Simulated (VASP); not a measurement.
Here is a VASP 6.6.1 calculation.

The input POSCAR:

```
Cu
1.0
    0.0000000000      1.8075000000      1.8075000000
    1.8075000000      0.0000000000      1.8075000000
    1.8075000000      1.8075000000      0.0000000000
Cu
1
Direct
    0.0000000000      0.0000000000      0.0000000000
```

INCAR.step1

```
SYSTEM = Cu
  PREC = Accurate
  ENCUT = 600
  ISMEAR = 0
  SIGMA = 0.1
  LREAL = .False.
  LASPH = .True.
  NELM = 80
  GGA = PE
  ALGO = Normal
  EDIFF = 1E-4
  LWAVE = .True.
  LCHARG = .False.
```

The input INCAR.step2:

```
SYSTEM = Cu
  PREC = Accurate
  ENCUT = 600
  EDIFF = 1E-6
  ISMEAR = 0
  SIGMA = 0.1
  LREAL = .False.
  LASPH = .True.
  NELM = 80
  ALGO = Normal
  ISIF = 3
  LWAVE = .False.
  LCHARG = .False.
  METAGGA = R2SCAN
  LMIXTAU = .True.
  IBRION = 2
  NSW = 80
  EDIFFG = -0.05
  PSTRESS = 73.0
  ISTART = 1
```

File KPOINTS:

```
Automatic mesh
0
Gamma
  10 10 10
  0 0 0
```

Potentials or basis: VASP PAW PBE potentials, release 64 (Cu).

Launch:

```sh
$ cat potpaw_PBE.64/Cu/POTCAR > POTCAR
$ cp INCAR.step1 INCAR
$ mpirun -np 1 vasp_std > vasp.out
$ cp INCAR.step2 INCAR
$ mpirun -np 1 vasp_std > vasp.out
```

Q: Predict the space group after relaxing (to 0.05 Å).

A: Fm-3m (No. 225).

Q: Predict the relaxed volume.

A: 11.03 Å³/atom.

Q: Estimate the relaxed cell.

A: a = 2.499 Å, b = 2.499 Å, c = 2.499 Å, α = 60.00°, β = 60.00°, γ = 60.00°.

Final structure:
```
Cu
1.0
     0.00000    1.76691    1.76691
     1.76691    0.00000    1.76691
     1.76691    1.76691    0.00000
Cu
1
Direct
  0.00000 0.00000 0.00000
```

Caveat: the cell is relaxed towards a set pressure, so the enthalpy falls and the energy may rise; the PAW data sets were made with another functional, which shifts forces and pressure a little.
